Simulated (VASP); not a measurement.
# CdS (x) in VASP: further runs

The runs below take CdS (x) through single point, with PBEsol.

Program: VASP 6.6.1. These are calculated values, not measurements. Logs are shortened: lines on timing, memory, paths and dates and some standing lists are left out, and cuts for length are marked.

## 1. The cell of the first run

The structure is hexagonal, space group P6_3mc (No. 186). The conventional cell has a = 4.137 Å, b = 4.137 Å, c = 6.716 Å, α = 90.00°, β = 90.00°, γ = 120.00°. Within 3.2 Å of Cd (site symmetry 3m) lie 3 S at 2.39 Å. S (site symmetry 3m) has 3 Cd at 2.39 Å within 3.2 Å.

## 2. Single point, PBEsol

INCAR reads:

```
PREC     = Accurate       # precision mode
ENCUT    = 520            # plane-wave cutoff, eV
EDIFF    = 1E-6           # SCF threshold, eV
ISMEAR   = 0              # smearing method
SIGMA    = 0.01           # smearing width, eV
LREAL    = F              # projectors in reciprocal space
LASPH    = T              # aspherical terms in the spheres
NELM     = 80             # most SCF steps
ALGO     = Normal         # electronic algorithm
ISIF     = 2              # what is computed and relaxed
LWAVE    = F              # write WAVECAR
LCHARG   = F              # write CHGCAR
GGA      = PS             # functional
NBANDS   = 26             # bands
```

KPOINTS reads:

```
regular mesh
0
Gamma
  9 9 4
```

POSCAR reads:

```
CdS
1.0
    4.1370000000      0.0000000000      0.0000000000
   -2.0685000000      3.5827470955      0.0000000000
    0.0000000000      0.0000000000      6.7160000000
Cd S
2 2
Direct
    0.3333333333      0.6666666667     -0.0553523530
    0.6666666667      0.3333333333      0.4446476470
    0.3333333333      0.6666666667      0.4323523530
    0.6666666667      0.3333333333      0.9323523530
```

Potentials or basis: VASP PAW PBE potentials, release 64 (Cd, S).

Started as:

```console
$ cat potpaw_PBE.64/Cd/POTCAR potpaw_PBE.64/S/POTCAR > POTCAR
$ mpirun -np 1 vasp_std > vasp.out
```

OUTCAR:

```text
PREC = Accurate
   ENCUT = 520
   EDIFF = 1E-6
   ISMEAR = 0
   LREAL = F
   LASPH = T
   NELM = 80
   ISIF = 2
   GGA = PS

 ion  position               nearest neighbor table
   1  0.333  0.667  0.945-   4 2.39   4 2.39   4 2.39   3 3.28
   2  0.667  0.333  0.445-   3 2.39   3 2.39   3 2.39   4 3.28
   3  0.333  0.667  0.432-   2 2.39   2 2.39   2 2.39   1 3.28
   4  0.667  0.333  0.932-   1 2.39   1 2.39   1 2.39   2 3.28

  LATTYP: Found a hexagonal cell.
 ALAT       =     4.1370000000
 C/A-ratio  =     1.6233985980

  Lattice vectors:

 A1 = (   4.1370000000,   0.0000000000,   0.0000000000)
 A2 = (  -2.0685000000,   3.5827470955,   0.0000000000)
 A3 = (   0.0000000000,   0.0000000000,   6.7160000000)

Analysis of symmetry for initial positions (statically):
=====================================================================
 Subroutine PRICEL returns:
 Original cell was already a primitive cell.

 Routine SETGRP: Setting up the symmetry group for a
 hexagonal supercell.

 Subroutine GETGRP returns: Found 12 space group operations
 (whereof  6 operations were pure point group operations)
 out of a pool of 24 trial point group operations.

The static configuration has the point symmetry C_3v.
 The point group associated with its full space group is C_6v.

Analysis of symmetry for dynamics (positions and initial velocities):
=====================================================================
 Subroutine PRICEL returns:
 Original cell was already a primitive cell.

 Routine SETGRP: Setting up the symmetry group for a
 hexagonal supercell.

 Subroutine GETGRP returns: Found 12 space group operations
 (whereof  6 operations were pure point group operations)
 out of a pool of 24 trial point group operations.

The dynamic configuration has the point symmetry C_3v.
 The point group associated with its full space group is C_6v.

 Subroutine INISYM returns: Found 12 space group operations
 (whereof  6 operations are pure point group operations),
 and found     1 'primitive' translations

----------------------------------------------------------------------------------------

                                     Primitive cell

  volume of cell :      99.5434

  direct lattice vectors                    reciprocal lattice vectors
     4.137000000  0.000000000  0.000000000     0.241721054  0.139557716  0.000000000
    -2.068500000  3.582747095  0.000000000     0.000000000  0.279115431  0.000000000
     0.000000000  0.000000000  6.716000000     0.000000000  0.000000000  0.148898154

  length of vectors
     4.137000000  4.137000000  6.716000000     0.279115431  0.279115431  0.148898154

  position of ions in fractional coordinates (direct lattice)
     0.333333333  0.666666667  0.944647647
     0.666666667  0.333333333  0.444647647
     0.333333333  0.666666667  0.432352353
     0.666666667  0.333333333  0.932352353

  ion indices of the primitive-cell ions
   primitive index   ion index
                 1           1
                 2           2
                 3           3
                 4           4

----------------------------------------------------------------------------------------

 KPOINTS: regular mesh

Automatic generation of k-mesh.
 Grid dimensions read from file:
 generate k-points for:    9    9    4

 Generating k-lattice:

  Cartesian coordinates                     Fractional coordinates (reciprocal lattice)
     0.026857895  0.015506413  0.000000000     0.111111111 -0.000000000  0.000000000
     0.000000000  0.031012826  0.000000000     0.000000000  0.111111111  0.000000000
     0.000000000  0.000000000  0.037224538     0.000000000  0.000000000  0.250000000

  Length of vectors
     0.031012826  0.031012826  0.037224538

  Shift w.r.t. Gamma in fractional coordinates (k-lattice)
     0.000000000  0.000000000  0.000000000

 Subroutine IBZKPT returns following result:
 ===========================================

 Found     36 irreducible k-points:

 Following reciprocal coordinates:
            Coordinates               Weight
  0.000000  0.000000  0.000000      1.000000
  0.111111  0.000000  0.000000      6.000000
  0.222222  0.000000  0.000000      6.000000
  0.333333  0.000000  0.000000      6.000000
  0.444444  0.000000  0.000000      6.000000
  0.111111  0.111111  0.000000      6.000000
[... 16 lines left out ...]
  0.333333  0.222222  0.250000     24.000000
  0.333333  0.333333  0.250000      4.000000
 [... further k-points ...]
   k-points           NKPTS =     36   k-points in BZ     NKDIM =     36   number of bands    NBANDS=     26
   number of dos      NEDOS =    301   number of ions     NIONS =      4
   total plane-waves  NPLWV =  51200
   dimension x,y,z NGX =    32 NGY =   32 NGZ =   50
   dimension x,y,z NGXF=    64 NGYF=   64 NGZF=  100
   ions per type =               2   2
   NGX,Y,Z   is equivalent  to a cutoff of  12.86, 12.86, 12.38 a.u.
   NGXF,Y,Z  is equivalent  to a cutoff of  25.72, 25.72, 24.75 a.u.
 SYSTEM =  unknown system
   PREC   = accura    normal or accurate (medium, high low for compatibility)
   ISTART =      0    job   : 0-new  1-cont  2-samecut
   ICHARG =      2    charge: 1-file 2-atom 10-const
   ISPIN  =      1    spin polarized calculation?
   LNONCOLLINEAR =      F non collinear calculations
   LSORBIT =      F    spin-orbit coupling
   LASPH  =      T    aspherical Exc in radial PAW
   ENCUT  =  520.0 eV  38.22 Ry    6.18 a.u.   7.69  7.69 12.49*2*pi/ulx,y,z
   NELM   =     80;   NELMIN=  2; NELMDL= -5     # of ELM steps
   EDIFF  = 0.1E-05   stopping-criterion for ELM
   LREAL  =      F    real-space projection
   EDIFFG = 0.1E-04   stopping-criterion for IOM
   NSW    =      0    number of steps for IOM
   IBRION =     -1    ionic relax: 0-MD 1-quasi-New 2-CG
   NFREE  =      0    steps in history (QN), initial steepest desc. (CG)
   ISIF   =      2    stress and relaxation
   ISYM   =      2    0-nonsym 1-usesym 2-fastsym
   POTIM  = 0.5000    time-step for ionic-motion
   TEBEG  =    0.0;   TEEND  =   0.0 temperature during run
   PSTRESS=    0.0 pullay stress
   NELECT =      36.0000    total number of electrons
   NUPDOWN=      -1.0000    fix difference up-down
   EMIN   =  10.00;   EMAX   =-10.00  energy-range for DOS
   EFERMI =   0.00;   METHOD = LEGACY
   ISMEAR =     0;   SIGMA  =   0.01  broadening in eV -4-tet -1-fermi 0-gaus
   EFERMI_NEDOS =   21; number of points for ismear=-14 and -15
   IALGO  =     38    algorithm
   IMIX   =      4    mixing-type and parameters
     AMIX     =   0.40;   BMIX     =  1.00
     AMIX_MAG =   1.60;   BMIX_MAG =  1.00
  volume/ion in A,a.u.               =      24.89       167.94
  Fermi-wavevector in a.u.,A,eV,Ry     =   1.166375  2.204129 18.509783  1.360431
  Thomas-Fermi vector in A             =   2.302889
   LORBIT       =      0    0 simple, 1 ext, 2 COOP (PROOUT), +10 PAW based schemes
   GGA     = PS    functional components
   LHFCALC =     F    Hartree Fock is set to
   AEXX    =    0.0000 exact exchange contribution
   IVDW    =     0    specifies the selected vdW correction
   LEPSILON=     F    determine dielectric tensor
   LRPA    =     F    only Hartree local field effects (RPA)
 non-spin polarized calculation
 Gauss-broadening in eV      SIGMA  =   0.01
  energy-cutoff  :      520.00
  volume of cell :       99.54
 maximum number of plane-waves:      2719
 NGX is ok and might be reduce to    32
   NGX = 15   NGY = 15   NGZ = 25

 number of electron      36.0000000 magnetization

 Free energy of the ion-electron system (eV)
  ---------------------------------------------------
  ext. energy  EPLUGINS =         0.00000000
  ---------------------------------------------------
  free energy    TOTEN  =       -12.90021161 eV

  energy without entropy =      -12.90021161  energy(sigma->0) =      -12.90021161

 E-fermi :   1.2153     XC(G=0):  -9.3321

 val. band max:        1.1291983287   @ k =   0.0000   0.0000   0.0000
 cond. band min:       2.4754399285   @ k =   0.0000   0.0000   0.0000
 fundamental gap:      1.3462415998
 Fermi energy:         1.2153261690

 k-point     1 :       0.0000    0.0000    0.0000
  band No.  band energies     occupation
      1     -11.4148      2.00000
      2     -11.0598      2.00000
      3      -6.9556      2.00000
      4      -6.9556      2.00000
      5      -6.9511      2.00000
      6      -6.9511      2.00000
[... 18 lines left out ...]
     25       8.7222      0.00000
     26       9.7030      0.00000

 k-point     2 :       0.1111    0.0000    0.0000
  band No.  band energies     occupation
      1     -11.3598      2.00000
      2     -11.0218      2.00000
      3      -6.9307      2.00000
      4      -6.9292      2.00000
      5      -6.9153      2.00000
      6      -6.9095      2.00000
[... 18 lines left out ...]
     25       8.6348      0.00000
     26       9.0424      0.00000

 k-point     3 :       0.2222    0.0000    0.0000
  band No.  band energies     occupation
      1     -11.2156      2.00000
      2     -10.9282      2.00000
      3      -6.8489      2.00000
      4      -6.8380      2.00000
      5      -6.8084      2.00000
      6      -6.7992      2.00000
[... 18 lines left out ...]
     25       8.9359      0.00000
     26       9.6048      0.00000

 k-point     4 :       0.3333    0.0000    0.0000
  band No.  band energies     occupation
      1     -11.0402      2.00000
      2     -10.8304      2.00000
      3      -6.6890      2.00000
      4      -6.6782      2.00000
      5      -6.6653      2.00000
      6      -6.6637      2.00000
[... 18 lines left out ...]
     25       9.9714      0.00000
     26      10.4784      0.00000
[... 496 lines left out ...]
      1     -10.9290      2.00000
      2     -10.8129      2.00000
      3      -6.7063      2.00000
      4      -6.6932      2.00000
      5      -6.5321      2.00000
      6      -6.5302      2.00000
[... 18 lines left out ...]
     25       8.8911      0.00000
     26      10.5691      0.00000

 k-point    23 :       0.3333    0.2222    0.2500
  band No.  band energies     occupation
      1     -10.8316      2.00000
      2     -10.7729      2.00000
      3      -6.6055      2.00000
      4      -6.5942      2.00000
      5      -6.4897      2.00000
      6      -6.4804      2.00000
[... 18 lines left out ...]
     25       9.5499      0.00000
     26      10.6918      0.00000

 k-point    24 :       0.3333    0.3333    0.2500
  band No.  band energies     occupation
      1     -10.7786      2.00000
      2     -10.7786      2.00000
      3      -6.5359      2.00000
      4      -6.5292      2.00000
      5      -6.5292      2.00000
      6      -6.5188      2.00000
[... 18 lines left out ...]
     25      10.3505      0.00000
     26      10.3505      0.00000

 [... further k-points ...]
[... 5 lines left out ...]
  --------------------------------------------------------------------------------------
  -------------------------------------------------------------------------------------
  Total        4.4091208      4.4091208     -1.8004462      0.0000000      0.0000000      0.0000000
  in kB       70.9659827     70.9659827    -28.9786652      0.0000000      0.0000000      0.0000000
  external PRESSURE =      37.6511001 kB  Pullay stress =       0.0000000 kB

 VOLUME and BASIS-vectors are now :
 -----------------------------------------------------------------------------
  energy-cutoff  :      520.00
  volume of cell :       99.54
      direct lattice vectors                 reciprocal lattice vectors
     4.137000000  0.000000000  0.000000000     0.241721054  0.139557716  0.000000000
    -2.068500000  3.582747095  0.000000000     0.000000000  0.279115431  0.000000000
     0.000000000  0.000000000  6.716000000     0.000000000  0.000000000  0.148898154

 POSITION                                       TOTAL-FORCE (eV/Angst)
 -----------------------------------------------------------------------------------
     -0.00000      2.38850      6.34425        -0.000000      0.000000      0.179032
      2.06850      1.19425      2.98625         0.000000     -0.000000      0.179032
     -0.00000      2.38850      2.90368         0.000000      0.000000     -0.179032
      2.06850      1.19425      6.26168        -0.000000     -0.000000     -0.179032
 -----------------------------------------------------------------------------------
    total drift:                                0.000000      0.000000      0.000272

  FREE ENERGIE OF THE ION-ELECTRON SYSTEM (eV)
  ---------------------------------------------------
  free  energy   TOTEN  =       -12.9002116085 eV

  energy  without entropy=      -12.9002116085  energy(sigma->0) =      -12.90021161
```

Wall time 89 s (1 thread of Intel Xeon Platinum 8375C at 2.90GHz (Ice Lake), shared host); peak memory 0.25 GiB.

Results:

- Free energy: -12.9002 eV
- Pressure: 3.8 GPa
- Largest force: 0.179 eV/Å
- Band gap on the k mesh: 1.35 eV, direct

Forces in eV/Å, atoms in the order of the input:
```
Cd   0.000  0.000  0.179
Cd   0.000  0.000  0.179
S    0.000  0.000 -0.179
S    0.000  0.000 -0.179
```

Levels at points of the mesh, in eV from the valence-band top:
| k point | band 14 | band 15 | band 16 | band 17 | band 18 | band 19 | band 20 | band 21 | band 22 | band 23 |
| --- | --- | --- | --- | --- | --- | --- | --- | --- | --- | --- |
| (0.00, 0.00, 0.00) | -0.42 | -0.42 | -0.32 | 0.00 | 0.00 | 1.35 | 1.99 | 6.33 | 6.33 | 7.13 |
| (0.00, 0.00, 0.50) | -2.01 | -0.21 | -0.21 | -0.21 | -0.21 | 2.41 | 2.41 | 6.22 | 6.22 | 6.55 |

Caveat: the PAW data sets were made with another functional, which shifts forces and pressure a little.

## 3. Single point, PBEsol

INCAR reads:

```
  PREC = Accurate
  ENCUT = 520
  EDIFF = 1E-7
  ISMEAR = 0
  SIGMA = 0.01
  LREAL = False
  LASPH = True
  NELM = 80
  ALGO = Normal
  ISIF = 2
  LWAVE = False
  LCHARG = False
  GGA = PS
  NBANDS = 26
```

KPOINTS reads:

```
Automatic mesh
0
Gamma
  9 9 4
```

POSCAR reads:

```
CdS
1.0
    4.1370000000      0.0000000000      0.0000000000
   -2.0685000000      3.5827470955      0.0000000000
    0.0000000000      0.0000000000      6.7160000000
Cd S
2 2
Direct
    0.3333333333      0.6666666667     -0.0615000000
    0.6666666667      0.3333333333      0.4385000000
    0.3333333333      0.6666666667      0.4385000000
    0.6666666667      0.3333333333      0.9385000000
```

Potentials or basis: VASP PAW PBE potentials, release 64 (Cd, S).

Started as:

```console
$ cat potpaw_PBE.64/Cd/POTCAR potpaw_PBE.64/S/POTCAR > POTCAR
$ mpirun -np 1 vasp_std > vasp.out
```

OUTCAR:

```text
PREC = Accurate
   ENCUT = 520
   EDIFF = 1E-7
   ISMEAR = 0
   LREAL = False
   LASPH = True
   NELM = 80
   ISIF = 2
   GGA = PS

 ion  position               nearest neighbor table
   1  0.333  0.667  0.938-   4 2.39   4 2.39   4 2.39
   2  0.667  0.333  0.438-   3 2.39   3 2.39   3 2.39
   3  0.333  0.667  0.438-   2 2.39   2 2.39   2 2.39
   4  0.667  0.333  0.938-   1 2.39   1 2.39   1 2.39

  LATTYP: Found a hexagonal cell.
 ALAT       =     4.1370000000
 C/A-ratio  =     1.6233985980

  Lattice vectors:

 A1 = (   4.1370000000,   0.0000000000,   0.0000000000)
 A2 = (  -2.0685000000,   3.5827470955,   0.0000000000)
 A3 = (   0.0000000000,   0.0000000000,   6.7160000000)

Analysis of symmetry for initial positions (statically):
=====================================================================
 Subroutine PRICEL returns:
 Original cell was already a primitive cell.

 Routine SETGRP: Setting up the symmetry group for a
 hexagonal supercell.

[... 166 lines left out ...]
  ---------------------------------------------------
  ext. energy  EPLUGINS =         0.00000000
  ---------------------------------------------------
  free energy    TOTEN  =       -12.88533703 eV

  energy without entropy =      -12.88533703  energy(sigma->0) =      -12.88533703

 E-fermi :   1.2045     XC(G=0):  -9.3317

 val. band max:        1.1286445647   @ k =   0.0000   0.0000   0.0000
 cond. band min:       2.4777274920   @ k =   0.0000   0.0000   0.0000
 fundamental gap:      1.3490829273
 Fermi energy:         1.2045427229

 k-point     1 :       0.0000    0.0000    0.0000
  band No.  band energies     occupation
      1     -11.4195      2.00000
      2     -11.0653      2.00000
      3      -6.9638      2.00000
      4      -6.9638      2.00000
      5      -6.9586      2.00000
      6      -6.9586      2.00000
[... 685 lines left out ...]
     25      10.3478      0.00000
     26      10.3478      0.00000

 [... further k-points ...]
[... 5 lines left out ...]
  --------------------------------------------------------------------------------------
  -------------------------------------------------------------------------------------
  Total        4.4732368      4.4732368     -1.7880885      0.0000000     -0.0000000      0.0000000
  in kB       71.9979462     71.9979462    -28.7797640      0.0000000     -0.0000000      0.0000000
  external PRESSURE =      38.4053761 kB  Pullay stress =       0.0000000 kB

 VOLUME and BASIS-vectors are now :
 -----------------------------------------------------------------------------
  energy-cutoff  :      520.00
  volume of cell :       99.54
      direct lattice vectors                 reciprocal lattice vectors
     4.137000000  0.000000000  0.000000000     0.241721054  0.139557716  0.000000000
    -2.068500000  3.582747095  0.000000000     0.000000000  0.279115431  0.000000000
     0.000000000  0.000000000  6.716000000     0.000000000  0.000000000  0.148898154

 POSITION                                       TOTAL-FORCE (eV/Angst)
 -----------------------------------------------------------------------------------
     -0.00000      2.38850      6.30297        -0.000000     -0.000000     -0.000000
      2.06850      1.19425      2.94497         0.000000     -0.000000      0.000000
     -0.00000      2.38850      2.94497        -0.000000      0.000000     -0.000000
      2.06850      1.19425      6.30297         0.000000     -0.000000     -0.000000
 -----------------------------------------------------------------------------------
    total drift:                               -0.000000      0.000000     -0.000061

  FREE ENERGIE OF THE ION-ELECTRON SYSTEM (eV)
  ---------------------------------------------------
  free  energy   TOTEN  =       -12.8853370264 eV

  energy  without entropy=      -12.8853370264  energy(sigma->0) =      -12.88533703
```

stdout:

```text
POSCAR found type information on POSCAR CdS
 POSCAR found :  2 types and       4 ions
 scaLAPACK will be used
 -----------------------------------------------------------------------------
|                                                                             |
|                                                                             |
|     You enforced a specific xc type in the INCAR file but a different       |
|     I HOPE YOU KNOW WHAT YOU ARE DOING!                                     |
|                                                                             |
 -----------------------------------------------------------------------------

 LDA part: xc-table for (Slater+PW92), standard interpolation
 POSCAR, INCAR and KPOINTS ok, starting setup
 FFT: planning ... GRIDC
 FFT: planning ... GRID_SOFT
 FFT: planning ... GRID
 WAVECAR not read
 entering main loop
```

It took 98 s on 1 thread of Intel Xeon Platinum 8375C at 2.90GHz (Ice Lake), shared host; peak memory 0.25 GiB.

What came out:

* Free energy: -12.8853 eV
* Pressure: 3.8 GPa
* Band gap on the k mesh: 1.35 eV, direct

Stress tensor (GPa, compression positive):
```
 7.20  0.00  0.00
 0.00  7.20  0.00
 0.00  0.00 -2.88
```

Levels at points of the mesh, in eV from the valence-band top:
| k point | band 15 | band 16 | band 17 | band 18 | band 19 | band 20 | band 21 | band 22 |
| --- | --- | --- | --- | --- | --- | --- | --- | --- |
| (0.00, 0.00, 0.00) | -0.41 | -0.33 | 0.00 | 0.00 | 1.35 | 1.98 | 6.33 | 6.33 |
| (0.00, 0.00, 0.50) | -0.21 | -0.21 | -0.21 | -0.21 | 2.40 | 2.40 | 6.23 | 6.23 |

Caveat: the PAW data sets were made with another functional, which shifts forces and pressure a little.

(Continued in part 2 of 2.)
